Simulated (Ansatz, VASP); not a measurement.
CoSi2 in VASP and in Ansatz

```xyz
3
Lattice="0.0000 2.6564 2.6564 2.6564 0.0000 2.6564 2.6564 2.6564 0.0000" Properties=species:S:1:pos:R:3 pbc="T T T"
Co    0.0000    0.0000    0.0000
Si    1.3282    1.3282    1.3282
Si    3.9846    3.9846    3.9846
```

Alike in both runs: functional PBEsol; k mesh 14 × 14 × 14; occupations gaussian, width 0.1 eV; no spin polarisation.

Ansatz relaxed the structure, and its values are those at the end. VASP's run is a single point on that final structure, the one shown.

|  | VASP | Ansatz |
| --- | --- | --- |
| version | VASP 6.6.1 | Ansatz 0.2.0 |
| potentials or method | VASP PAW PBE potentials, release 64 (Co, Si), cutoff 600 eV | scalar-relativistic, plane waves, PAW |
| valence electrons in the cell | 17 | 25 |

|  | VASP | Ansatz | Ansatz less VASP |
| --- | --- | --- | --- |
| gap on the k mesh at the Fermi level (eV) | none | none | - |
| pressure (GPa) | 0.0 | 0.0 | +0.04 |

VASP's potentials were made for PBE, not for PBEsol, and Ansatz warns of the same on its side. A gap of «none» marks a metal or a gap that the smearing closes. VASP's potentials hold 17 valence electrons a cell and Ansatz's 25, so a difference there can come from the potentials and not from the codes.
